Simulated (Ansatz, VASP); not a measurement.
PbS, level by level in two programs

```
CELL_PARAMETERS angstrom
0.00000 2.96575 2.96575
2.96575 0.00000 2.96575
2.96575 2.96575 0.00000
ATOMIC_POSITIONS crystal
Pb 0.00000 0.00000 0.00000
S 0.50000 0.50000 0.50000
```

Single points on this cell with VASP 6.6.1 and Ansatz 0.2.0. Each row is one pair of runs. Alike in all rows: smearing: fermi-dirac, width 0.05 eV; VASP's potentials, cutoff: VASP PAW PBE potentials, release 64 (Pb_d, S), 520 eV.

```csv
level,spin,k mesh,"Ansatz's potentials, cutoff","pressure (GPa), VASP","pressure (GPa), Ansatz"
HSE06,"non-collinear, zero start, SOC",4 × 4 × 4,"Ansatz PAW, 420 eV",0.9,0.8
PBE-based screened hybrid,off,4 × 4 × 4,"Ansatz PAW, 420 eV",0.9,1.0
BHLYP,off,4 × 4 × 4,"Ansatz PAW, 420 eV",3.6,3.9
r2SCAN-based global hybrid,off,5 × 5 × 5,"Ansatz PAW, 500 eV",?,0.8
PBE0,"non-collinear, zero start, SOC",4 × 4 × 4,"Ansatz PAW, 420 eV",0.8,0.9
```

Task: Fill in what VASP gave in row 4.

Result: Pressure (GPa): 0.6.

The k mesh is coarse in some rows, so the values compare programs but aren't converged.
